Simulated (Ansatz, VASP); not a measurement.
**Two plane-wave programs on Sc**

The input INCAR:

```
SYSTEM = Sc
PREC     = Accurate       ! precision mode
ENCUT    = 520            ! plane-wave cutoff, eV
EDIFF    = 1E-6           ! SCF threshold, eV
ISMEAR   = 0              ! smearing method
SIGMA    = 0.15           ! smearing width, eV
LREAL    = .FALSE.        ! projectors in reciprocal space
LASPH    = .TRUE.         ! aspherical terms in the spheres
NELM     = 60             ! most SCF steps
ALGO     = Fast           ! electronic algorithm
ISIF     = 2              ! what is computed and relaxed
LWAVE    = .FALSE.        ! write WAVECAR
LCHARG   = .TRUE.         ! write CHGCAR
GGA      = PE             ! functional
LELF     = .TRUE.         ! ELF
LVHAR    = .TRUE.       
NBANDS   = 18             ! bands
```

Contents of KPOINTS:

```
Automatic mesh
0
G
  18 18 10
  0 0 0
```

POSCAR

```
Sc
1.0
    3.4080618342      0.0000000000      0.0000000000
   -1.7040309171      2.9514681261      0.0000000000
    0.0000000000      0.0000000000      5.3470200000
Sc
2
Direct
    0.3333333333      0.6666666667      0.2500000000
    0.6666666667      0.3333333333      0.7500000000
```

Input for Ansatz:

```yaml
crystal:
  lattice:
    - [3.4080618342, 0.0, 0.0]
    - [-1.7040309171, 2.9514681261, 0.0]
    - [0.0, 0.0, 5.34702]
  atoms:
    - { symbol: Sc, position: [0.3333333333, 0.6666666667, 0.25] }
    - { symbol: Sc, position: [0.6666666667, 0.3333333333, 0.75] }
basis:
  ecutwfc: 420
kpoints:
  mp_grid: { grid: [18, 18, 10] }
hamiltonian:
  xc: pbe
scf:
  occupations: { method: gaussian, width: 0.15 }
output:
  forces: true
  stress: true
  eigenvalues: true
```

Change from the starting cell: strain +0.030 along x and y, +0.015 along z, atoms carried along.

Alike in both runs: task single point; functional PBE; k mesh 18 × 18 × 10; occupations gaussian, width 0.15 eV; no spin polarisation.

```csv
,VASP,Ansatz
version,VASP 6.6.1,Ansatz 0.2.0
potentials or method,"VASP PAW PBE potentials, release 64 (Sc_sv), cutoff 520 eV","scalar-relativistic, plane waves, PAW"
valence electrons in the cell,22,22
```

```csv
,VASP,Ansatz,Ansatz less VASP
gap on the k mesh at the Fermi level (eV),none,none,-
pressure (GPa),-4.0,-4.0,-0.03
"traceless stress, the component that is largest in VASP (GPa)",-0.18,-0.18,-0.002
```

A gap of «none» marks a metal or a gap that the smearing closes.
